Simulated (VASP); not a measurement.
CdS (Hawleyite): relaxation of cell and atoms with PBEsol

CdS (Hawleyite):

```
CELL_PARAMETERS angstrom
0.00000 2.96321 2.96321
2.96321 0.00000 2.96321
2.96321 2.96321 0.00000
ATOMIC_POSITIONS crystal
Cd 0.00000 0.00000 0.00000
S 0.25000 0.25000 0.25000
```

| Quantity | Value |
| --- | --- |
| Program | VASP 6.6.1 |
| Task | relaxation of cell and atoms |
| Functional | PBEsol |
| Potentials or basis | VASP PAW PBE potentials, release 64 (Cd, S) |
| Cutoff | 600 eV |
| k mesh | 6 × 6 × 6 |
| Occupations | fermi-dirac, width 0.02 eV |
| Spin | no spin polarisation |
| Dipole correction | no |
| Further INCAR settings | ALGO = Normal; EDIFF = 1e-07; IBRION = 2; EDIFFG = -0.005; NSW = 80; ISIF = 3 |

| Property | Result |
| --- | --- |
| Relaxed volume | 24.84 Å³/atom |
| Relaxed cell | a = 4.127 Å, b = 4.127 Å, c = 4.127 Å, α = 60.00°, β = 60.00°, γ = 60.00° |
| Space group after relaxing (to 0.05 Å) | F-43m (No. 216) |
| Energy gained by relaxing | 9.7 meV/atom |
| Ionic steps | 3 |
| Pressure after relaxing | 0.0 GPa |
| Band gap on the k mesh | 1.00 eV, direct |

The path:
| step | energy change (eV) | largest force (eV/Å) | pressure (GPa) | volume (Å³) |
| --- | --- | --- | --- | --- |
| 1 | 0.0000 | 0.0000 | -2.54 | 52.04 |
| 2 | -0.0175 | 0.0000 | 0.91 | 48.99 |
| 3 | -0.0195 | 0.0000 | 0.00 | 49.69 |

Final structure:
```
CELL_PARAMETERS angstrom
0.00000 2.91795 2.91795
2.91795 0.00000 2.91795
2.91795 2.91795 0.00000
ATOMIC_POSITIONS crystal
Cd 0.00000 0.00000 0.00000
S 0.25000 0.25000 0.25000
```

Levels at points of the mesh, in eV from the valence-band top:
```
           k point  band 5  band 6  band 7  band 8  band 9  band 10  band 11  band 12  band 13
(0.00, 0.00, 0.00)   -7.24   -7.24    0.00    0.00    0.00     1.00     6.44     6.44     6.44
(0.50, 0.00, 0.00)   -7.20   -6.86   -4.47   -0.76   -0.76     2.89     6.91     6.91     7.32
(0.50, 0.50, 0.00)   -7.15   -6.80   -4.01   -1.91   -1.91     3.39     4.25     9.07    10.66
```

Run time: 39 s on 1 thread of AMD EPYC 9R45 96-Core Processor (Zen 5), on a shared host, peak memory 0.19 GiB.

Caveat: the PAW data sets were made with another functional, which shifts forces and pressure a little. PBEsol gaps usually lie below the measured ones, often by a third to a half.
